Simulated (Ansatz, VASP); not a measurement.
## Tc in VASP and in Ansatz

Contents of INCAR:

```
SYSTEM = Tc
PREC     = Accurate       ! precision mode
ENCUT    = 520            ! plane-wave cutoff, eV
EDIFF    = 1E-6           ! SCF threshold, eV
ISMEAR   = 0              ! smearing method
SIGMA    = 0.05           ! smearing width, eV
LREAL    = .False.        ! projectors in reciprocal space
LASPH    = .True.         ! aspherical terms in the spheres
NELM     = 80             ! most SCF steps
ALGO     = Fast           ! electronic algorithm
ISIF     = 2              ! what is computed and relaxed
LWAVE    = .False.        ! write WAVECAR
LCHARG   = .False.        ! write CHGCAR
GGA      = PE             ! functional
NBANDS   = 20             ! bands
```

Contents of KPOINTS:

```
Automatic mesh
0
Gamma
  15 15 8
  0 0 0
```

POSCAR

```
Tc
1.0
    2.7400000000      0.0000000000      0.0000000000
   -1.3700000000      2.3729096064      0.0000000000
    0.0000000000      0.0000000000      4.3980000000
Tc
2
Direct
    0.3333333333      0.6666666667      0.2500000000
    0.6709389415      0.3521608666      0.7539747848
```

Input for Ansatz:

```yaml
crystal:
  lattice:
    - [2.74, 0.0, 0.0]
    - [-1.37, 2.3729096064, 0.0]
    - [0.0, 0.0, 4.398]
  atoms:
    - { symbol: Tc, position: [0.3333333333, 0.6666666667, 0.25] }
    - { symbol: Tc, position: [0.6709389415, 0.3521608666, 0.7539747848] }
basis:
  ecutwfc: 600
  fft_grid_basis: typed
kpoints:
  mp_grid: { grid: [15, 15, 8] }
hamiltonian:
  xc: pbe
  pseudopotentials: { kind: paw }
scf:
  occupations: { method: gaussian, width: 0.05 }
output:
  forces: true
  stress: true
  eigenvalues: true
  bader: true
  write_density: true
  volumetric_format: npy
```

Alike in both runs: task single point; functional PBE; k mesh 15 × 15 × 8; occupations gaussian, width 0.05 eV; no spin polarisation.

```csv
,VASP,Ansatz
version,VASP 6.6.1,Ansatz 0.2.0
potentials or method,"VASP PAW PBE potentials, release 64 (Tc_pv), cutoff 520 eV","scalar-relativistic, plane waves, PAW"
valence electrons in the cell,26,30
```

|  | VASP | Ansatz | Ansatz less VASP |
| --- | --- | --- | --- |
| gap on the k mesh at the Fermi level (eV) | none | none | - |
| pressure (GPa) | 2.3 | 2.9 | +0.63 |
| traceless stress, the component that is largest in VASP (GPa) | 1.67 | 1.68 | +0.006 |
| rms of the force components (eV/Å) | 0.083 | 0.085 | +0.0011 |

Atom by atom the forces differ by 0.003 eV/Å (rms over components). A gap of «none» marks a metal or a gap that the smearing closes. The functional is the same, so the differences come from potentials, cutoffs and numerics. VASP's potentials hold 26 valence electrons a cell and Ansatz's 30, so a difference there can come from the potentials and not from the codes.
